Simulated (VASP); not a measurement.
# Ru (P2_1/m) in VASP: a series of runs, part 2 of 2

VASP 6.6.1. Earlier steps stand in the parts before.

### 3 Single point, PBEsol (atoms displaced along a vibrational mode)

The input, INCAR:

```
SYSTEM = Ru
ALGO = Fast
EDIFF = 1E-7
ENCUT = 520
GGA = PS
ISIF = 2
ISMEAR = 0
LASPH = .TRUE.
LCHARG = .FALSE.
LREAL = .FALSE.
LWAVE = .FALSE.
NBANDS = 21
NELM = 60
PREC = Accurate
SIGMA = 0.15
```

The input, KPOINTS:

```
k-points
0
G
  18 18 10
  0 0 0
```

The input, POSCAR:

```
Ru
1.0
    2.6896847532      0.0000000000      0.0000000000
   -1.3448423766      2.3293353245      0.0000000000
    0.0000000000      0.0000000000      4.2523798378
Ru
2
Direct
    0.2986452533      0.6666666667      0.2500000000
    0.7013547467      0.3333333333      0.7500000000
```

Potentials or basis: VASP PAW PBE potentials, release 64 (Ru_pv).

Started as:

```console
cat potpaw_PBE.64/Ru_pv/POTCAR > POTCAR
mpirun -np 1 vasp_std > vasp.out
```

OUTCAR:

```text
SYSTEM = Ru
   EDIFF = 1E-7
   ENCUT = 520
   GGA = PS
   ISIF = 2
   ISMEAR = 0
   LASPH = .TRUE.
   LREAL = .FALSE.
   NELM = 60
   PREC = Accurate

 ion  position               nearest neighbor table
   1  0.299  0.667  0.250-   2 2.54   2 2.54   2 2.64   2 2.64   2 2.73   2 2.73
   2  0.701  0.333  0.750-   1 2.54   1 2.54   1 2.64   1 2.64   1 2.73   1 2.73

  LATTYP: Found a hexagonal cell.
 ALAT       =     2.6896847532
 C/A-ratio  =     1.5809956289

  Lattice vectors:

 A1 = (   2.6896847532,   0.0000000000,   0.0000000000)
 A2 = (  -1.3448423766,   2.3293353245,   0.0000000000)
 A3 = (   0.0000000000,   0.0000000000,   4.2523798378)

Analysis of symmetry for initial positions (statically):
=====================================================================
 Subroutine PRICEL returns:
 Original cell was already a primitive cell.

 Routine SETGRP: Setting up the symmetry group for a
 hexagonal supercell.

 Subroutine GETGRP returns: Found  4 space group operations
 (whereof  2 operations were pure point group operations)
 out of a pool of 24 trial point group operations.

The static configuration has the point symmetry S_2 .
 The point group associated with its full space group is C_2h.
[... 160 lines left out ...]

  energy without entropy =      -20.20094852  energy(sigma->0) =      -20.21067484

 E-fermi :  13.0830     XC(G=0): -14.3949

 val. band max:       13.0828063921   @ k =   0.0556  -0.0000   0.3000
 cond. band min:      13.0845955127   @ k =  -0.1667   0.4444   0.0000
 fundamental gap:      0.0017891206
 Fermi energy:        13.0829551724

 k-point     1 :       0.0000    0.0000    0.0000
  band No.  band energies     occupation
      1     -30.6447      2.00000
      2     -29.6754      2.00000
      3     -29.5455      2.00000
      4     -29.4574      2.00000
      5     -29.4151      2.00000
      6     -29.3728      2.00000
[... 565 lines left out ...]
     20      24.7877      0.00000
     21      26.7660      0.00000

 [... further k-points ...]

------------------------ aborting loop because EDIFF is reached ----------------------------------------

  FORCE on cell =-STRESS in cart. coord.  units (eV):
  Direction    XX          YY          ZZ          XY          YZ          ZX
  --------------------------------------------------------------------------------------
  -------------------------------------------------------------------------------------
  Total        0.0680828      0.1500354      0.6407966      0.5815163      0.0000000      0.0000000
  in kB        4.0943252      9.0227497     38.5358854     34.9709202      0.0000000      0.0000000
  external PRESSURE =      17.2176534 kB  Pullay stress =       0.0000000 kB

 VOLUME and BASIS-vectors are now :
 -----------------------------------------------------------------------------
  energy-cutoff  :      520.00
  volume of cell :       26.64
      direct lattice vectors                 reciprocal lattice vectors
     2.689684753  0.000000000  0.000000000     0.371790783  0.214653509  0.000000000
    -1.344842377  2.329335325  0.000000000     0.000000000  0.429307017  0.000000000
     0.000000000  0.000000000  4.252379838     0.000000000  0.000000000  0.235162436

 POSITION                                       TOTAL-FORCE (eV/Angst)
 -----------------------------------------------------------------------------------
     -0.09330      1.55289      1.06309         1.370030     -0.072732      0.000000
      1.43814      0.77645      3.18928        -1.370030      0.072732      0.000000
 -----------------------------------------------------------------------------------
    total drift:                                0.000000     -0.000000      0.000000

  FREE ENERGIE OF THE ION-ELECTRON SYSTEM (eV)
  ---------------------------------------------------
  free  energy   TOTEN  =       -20.2204011697 eV

  energy  without entropy=      -20.2009485202  energy(sigma->0) =      -20.21067484
```

OSZICAR:

```text
N       E                     dE             d eps       ncg     rms          rms(c)
DAV:   1     0.285815925416E+03    0.28582E+03   -0.17517E+04 41424   0.149E+03
DAV:   2    -0.159038122524E+02   -0.30172E+03   -0.29243E+03 42348   0.446E+02
DAV:   3    -0.217359736295E+02   -0.58322E+01   -0.57966E+01 48578   0.694E+01
DAV:   4    -0.217790631123E+02   -0.43089E-01   -0.43044E-01 51561   0.571E+00
DAV:   5    -0.217796337304E+02   -0.57062E-03   -0.56632E-03 47368   0.582E-01    0.203E+01
RMM:   6    -0.203306788295E+02    0.14490E+01   -0.30885E+00 42552   0.146E+01    0.539E+00
RMM:   7    -0.202296740093E+02    0.10100E+00   -0.41539E-01 46123   0.478E+00    0.102E+00
RMM:   8    -0.202216776168E+02    0.79964E-02   -0.24130E-02 47042   0.150E+00    0.532E-01
RMM:   9    -0.202203692147E+02    0.13084E-02   -0.31626E-03 47689   0.501E-01    0.768E-02
RMM:  10    -0.202203964851E+02   -0.27270E-04   -0.54170E-04 48942   0.217E-01    0.274E-02
RMM:  11    -0.202204015825E+02   -0.50974E-05   -0.93774E-05 52199   0.661E-02    0.117E-02
RMM:  12    -0.202204016565E+02   -0.73981E-07   -0.13158E-05 53789   0.271E-02    0.455E-03
RMM:  13    -0.202204010829E+02    0.57361E-06   -0.18561E-06 52141   0.104E-02    0.507E-04
RMM:  14    -0.202204011697E+02   -0.86859E-07   -0.39786E-07 40229   0.417E-03
   1 F= -.20220401E+02 E0= -.20210675E+02  d E =-.194526E-01
```

stdout:

```text
POSCAR found type information on POSCAR Ru
 POSCAR found :  1 types and       2 ions
 scaLAPACK will be used
 -----------------------------------------------------------------------------
|                                                                             |
|                                                                             |
|     You enforced a specific xc type in the INCAR file but a different       |
|     I HOPE YOU KNOW WHAT YOU ARE DOING!                                     |
|                                                                             |
 -----------------------------------------------------------------------------

 LDA part: xc-table for (Slater+PW92), standard interpolation
 POSCAR, INCAR and KPOINTS ok, starting setup
 FFT: planning ... GRIDC
 FFT: planning ... GRID_SOFT
 FFT: planning ... GRID
 WAVECAR not read
 entering main loop
WARNING in EDDRMM: call to ZHEGV failed, returncode =   8  4     19
WARNING in EDDRMM: call to ZHEGV failed, returncode =   8  4     20
WARNING in EDDRMM: call to ZHEGV failed, returncode =   8  4     20
```

It took 3.1 min on 1 thread of Intel Xeon 6975P-C (Granite Rapids), shared host; peak memory 0.49 GiB.

Results:

```
Free energy            : -20.2204 eV
Pressure               : 1.7 GPa
Largest force          : 1.372 eV/Å
Band gap on the k mesh : zero (bands 14 and 15 overlap by 3.15 eV)
```

Forces on the atoms (eV/Å):
```
Ru   1.370 -0.073  0.000
Ru  -1.370  0.073  0.000
```

Caveat: the cell differs from its parent crystal (atoms displaced along a vibrational mode); the PAW data sets were made with another functional, which shifts forces and pressure a little.
